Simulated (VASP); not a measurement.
# PtSe2 (P-3m1) in VASP: a series of runs, part 2 of 2

VASP 6.6.1. The steps go on from the part before.

**5. Relaxation of cell and atoms, PBEsol**

INCAR

```
ALGO     = Normal         # electronic algorithm
EDIFF    = 1E-6           # SCF threshold, eV
EDIFFG   = -0.001         # ionic threshold
ENCUT    = 600            # plane-wave cutoff, eV
GGA      = PS             # functional
IBRION   = 2              # ionic algorithm
ISIF     = 3              # what is computed and relaxed
ISMEAR   = -1             # smearing method
LASPH    = True           # aspherical terms in the spheres
LCHARG   = False          # write CHGCAR
LREAL    = False          # projectors in reciprocal space
LWAVE    = False          # write WAVECAR
NELM     = 80             # most SCF steps
NSW      = 80             # ionic steps
PREC     = Accurate       # precision mode
SIGMA    = 0.15           # smearing width, eV
```

KPOINTS

```
k-points
0
Gamma
  12 12 8
```

POSCAR

```
PtSe2
1.0
    3.7607248976      0.0000000000      0.0000000000
   -1.8803624488      3.2568832980      0.0000000000
    0.0000000000      0.0000000000      4.8633103208
Pt Se
1 2
Direct
    0.0000000000      0.0000000000      0.0000000000
    0.3333333333      0.6666666667      0.2606754617
    0.6666666667      0.3333333333      0.7393245383
```

Potentials or basis: VASP PAW PBE potentials, release 64 (Pt, Se).

Started as:

```console
cat potpaw_PBE.64/Pt/POTCAR potpaw_PBE.64/Se/POTCAR > POTCAR
mpirun -np 1 vasp_std > vasp.out
```

OUTCAR:

```text
EDIFF = 1E-6
   EDIFFG = -0.001
   ENCUT = 600
   GGA = PS
   IBRION = 2
   ISIF = 3
   ISMEAR = -1
   LASPH = True
   LREAL = False
   NELM = 80
   NSW = 80
   PREC = Accurate

 ion  position               nearest neighbor table
   1  0.000  0.000  0.000-   2 2.51   3 2.51   3 2.51   2 2.51   3 2.51   2 2.51
   2  0.333  0.667  0.261-   1 2.51   1 2.51   1 2.51
   3  0.667  0.333  0.739-   1 2.51   1 2.51   1 2.51

  LATTYP: Found a hexagonal cell.
 ALAT       =     3.7607248976
 C/A-ratio  =     1.2931842805

  Lattice vectors:

 A1 = (   3.7607248976,   0.0000000000,   0.0000000000)
 A2 = (  -1.8803624488,   3.2568832980,   0.0000000000)
 A3 = (   0.0000000000,   0.0000000000,   4.8633103208)

Analysis of symmetry for initial positions (statically):
=====================================================================
[... 386 lines left out ...]
      7       2.7312      2.00000
      8       4.1027      2.00000
      9       5.5470      1.99657
     10       5.5470      1.99657
     11       7.3144      0.00885
     12       7.7454      0.00050
     13       7.7454      0.00050
     14       9.8274      0.00000
[... 401 lines left out ...]
      2      -6.3569      2.00000
      3      -0.2794      2.00000
      4       0.3967      2.00000
      5       0.7469      2.00000
      6       2.0601      2.00000
      7       2.5805      2.00000
      8       3.4580      2.00000
      9       4.7180      1.99999
     10       5.3977      1.99873
     11       6.6640      0.50698
     12       7.5505      0.00184
     13       7.6796      0.00078
     14      11.1777      0.00000
     15      11.6708      0.00000

 [... further k-points ...]

------------------------ aborting loop because EDIFF is reached ----------------------------------------

  FORCE on cell =-STRESS in cart. coord.  units (eV):
  Direction    XX          YY          ZZ          XY          YZ          ZX
  --------------------------------------------------------------------------------------
  -------------------------------------------------------------------------------------
  Total        0.0012311      0.0012311      0.0002125      0.0000000     -0.0000000      0.0000000
  in kB        0.0331456      0.0331456      0.0057223      0.0000000     -0.0000000      0.0000000
  external PRESSURE =       0.0240045 kB  Pullay stress =       0.0000000 kB
[... 18 lines left out ...]
  FREE ENERGIE OF THE ION-ELECTRON SYSTEM (eV)
  ---------------------------------------------------
  free  energy   TOTEN  =       -15.9345812641 eV

  energy  without entropy=      -15.8746717333  energy(sigma->0) =      -15.90462650

 reached required accuracy - stopping structural energy minimisation
```

CONTCAR:

```text
PtSe2
   1.00000000000000
     3.7618528184649653   -0.0000000000000000    0.0000000000000000
    -1.8809264092324827    3.2578601061225489    0.0000000000000000
    -0.0000000000000000    0.0000000000000001    4.8557009921373533
  Pt              Se
     1     2
Direct
     1.0000000000000000    0.0000000000000000    0.0000000000000000
     0.3333333332999970    0.6666666667000030    0.2614512297318551
     0.6666666667000030    0.3333333332999970    0.7385487702681448

  0.00000000E+00  0.00000000E+00  0.00000000E+00
  0.00000000E+00  0.00000000E+00  0.00000000E+00
  0.00000000E+00  0.00000000E+00  0.00000000E+00
```

It took 17 min on 1 thread of AMD EPYC 7R13, shared host; peak memory 0.28 GiB.

Results:

```
Free energy                           : -15.9346 eV
Relaxed volume                        : 19.84 Å³/atom
Relaxed cell                          : a = 3.762 Å, b = 3.762 Å, c = 4.856 Å, α = 90.00°, β = 90.00°, γ = 120.00°
Space group after relaxing (to 0.1 Å) : P-3m1 (No. 164)
Energy gained by relaxing             : 0.0 meV/atom
Ionic steps                           : 16
Pressure after relaxing               : 0.0 GPa
Band gap on the k mesh                : zero (bands 11 and 12 overlap by 0.78 eV)
```

Step by step:
```tsv
step	energy change (eV)	largest force (eV/Å)	pressure (GPa)	volume (Å³)
1	0.0000	0.0318	0.16	59.57
2	0.0001	0.0173	-0.32	59.74
3	0.0000	0.0129	-0.01	59.63
4	0.0000	0.0116	-0.03	59.64
5	-0.0001	0.0081	-0.04	59.62
6	-0.0001	0.0017	-0.01	59.56
7	-0.0001	0.0008	0.02	59.53
8	-0.0001	0.0029	0.04	59.51
9	-0.0001	0.0001	-0.01	59.51
10	-0.0001	0.0005	-0.01	59.51
11	-0.0001	0.0014	-0.02	59.52
12	-0.0001	0.0009	-0.01	59.51
13	-0.0001	0.0007	-0.01	59.51
14	-0.0001	0.0005	0.01	59.51
15	-0.0001	0.0004	-0.01	59.51
16	-0.0001	0.0002	0.00	59.51
```

Final structure:
```cif
data_structure
_symmetry_space_group_name_H-M 'P 1'
_symmetry_Int_Tables_number 1
_cell_length_a 3.7619
_cell_length_b 3.7619
_cell_length_c 4.8557
_cell_angle_alpha 90.000
_cell_angle_beta 90.000
_cell_angle_gamma 120.000
_cell_volume 59.51
loop_
_atom_site_label
_atom_site_type_symbol
_atom_site_fract_x
_atom_site_fract_y
_atom_site_fract_z
_atom_site_occupancy
Pt1 Pt 0.00000 0.00000 0.00000 1
Se1 Se 0.33333 0.66667 0.26145 1
Se2 Se 0.66667 0.33333 0.73855 1
```

Levels at points of the mesh, in eV from the Fermi level:
```tsv
k point	band 7	band 8	band 9	band 10	band 11	band 12	band 13	band 14	band 15
(0.00, 0.00, 0.00)	-3.77	-2.40	-0.96	-0.96	0.81	1.24	1.24	3.33	4.12
(0.50, 0.00, 0.00)	-3.73	-3.64	-3.29	-3.22	-2.86	0.60	2.57	4.99	6.05
(0.00, 0.00, 0.50)	-3.82	-2.88	-1.62	-1.60	-1.60	2.42	2.42	4.93	6.51
(0.50, 0.00, 0.50)	-3.32	-3.31	-3.04	-2.62	-1.08	0.78	1.54	4.84	4.91
```

Caveat: the PAW data sets were made with another functional, which shifts forces and pressure a little; spin-orbit coupling is left out, which moves the levels of the heavy elements.

**6. Single point, PBEsol**

INCAR

```
SYSTEM = PtSe2
  PREC = Accurate
  ENCUT = 520
  EDIFF = 1E-7
  ISMEAR = 0
  SIGMA = 0.1
  LREAL = .False.
  LASPH = .True.
  NELM = 60
  ALGO = Fast
  ISIF = 2
  LWAVE = .False.
  LCHARG = .False.
  GGA = PS
  ISYM = 0
  NBANDS = 18
```

KPOINTS

```
regular mesh
0
Gamma
  9 7 11
  0 0 0
```

POSCAR

```
PtSe2
1.0
    3.7607248976      0.0000000000      0.0000000000
    0.0000000000      4.8633103208      0.0000000000
    1.8803624488      0.0000000000      3.2568832980
Pt Se
1 2
Direct
    0.0000000000      0.0000000000      0.0000000000
    0.3333333333      0.7393245383      0.3333333333
    0.6666666667      0.2606754617      0.6666666667
```

Potentials or basis: VASP PAW PBE potentials, release 64 (Pt, Se).

Started as:

```console
cat potpaw_PBE.64/Pt/POTCAR potpaw_PBE.64/Se/POTCAR > POTCAR
mpirun -np 1 vasp_std > vasp.out
```

Run time: 5.9 min. Hardware: 1 thread of Oxide Virtual Turin-like, shared host; peak memory 0.43 GiB.

The run converged. Its results:

```
Free energy            : -15.9080 eV
Pressure               : 0.1 GPa
Largest force          : 0.012 eV/Å
Band gap on the k mesh : zero (bands 11 and 12 overlap by 0.82 eV)
```

Forces on the atoms (eV/Å):
```
Pt   0.000  0.000  0.000
Se  -0.004 -0.011 -0.001
Se   0.004  0.011  0.001
```

Stress tensor (GPa, compression positive):
```
 0.12 -0.01 -0.01
-0.01  0.02  0.06
-0.01  0.06  0.04
```

Levels at points of the mesh, in eV from the Fermi level:
| k point | band 9 | band 10 | band 11 | band 12 | band 13 | band 14 |
| --- | --- | --- | --- | --- | --- | --- |
| (0.00, 0.00, 0.00) | -1.03 | -1.03 | 0.74 | 1.19 | 1.19 | 3.26 |

Caveat: the PAW data sets were made with another functional, which shifts forces and pressure a little; spin-orbit coupling is left out, which moves the levels of the heavy elements.

**7. Summary**

| task | cell | k mesh | cutoff (eV) | smearing | gap on the mesh (eV) | pressure (GPa) |
| --- | --- | --- | --- | --- | --- | --- |
| relaxation of cell and atoms | relaxed to 9 GPa from a = 3.761, b = 3.761, c = 4.859 Å, angles 90.0, 90.0, 120.0°, 3 atoms, atomic positions A | 12 × 12 × 8 | 600 | fermi-dirac 0.15 eV | none | 9.0 |
| relaxation of cell and atoms | relaxed from a = 3.761, b = 3.761, c = 4.863 Å, angles 90.0, 90.0, 120.0°, 3 atoms, atomic positions B | 12 × 12 × 8 | 600 | fermi-dirac 0.15 eV | none | 0.0 |
| relaxation of cell and atoms | relaxed to 50 GPa from a = 3.761, b = 3.761, c = 4.859 Å, angles 90.0, 90.0, 120.0°, 3 atoms, atomic positions A | 12 × 12 × 8 | 600 | fermi-dirac 0.15 eV | none | 50.0 |
| single point | a = 3.761, b = 4.863 Å, angles 90.0, 60.0, 90.0°, 3 atoms, atomic positions C | 9 × 7 × 11 | 520 | gaussian 0.1 eV | none | 0.1 |

Alike in all rows: level PBEsol; potentials or basis VASP PAW PBE potentials, release 64 (Pt, Se); no spin polarisation.

Caveats: the PAW data sets were made with another functional, which shifts forces and pressure a little; spin-orbit coupling is left out, which moves the levels of the heavy elements; the cell is relaxed towards a set pressure, so the run minimises the enthalpy, not the energy (at least some runs); the volume moved by over 15 % at a fixed basis, so the end points are rough (at least some runs).

Absolute energies hang on the potentials; compare differences alone.
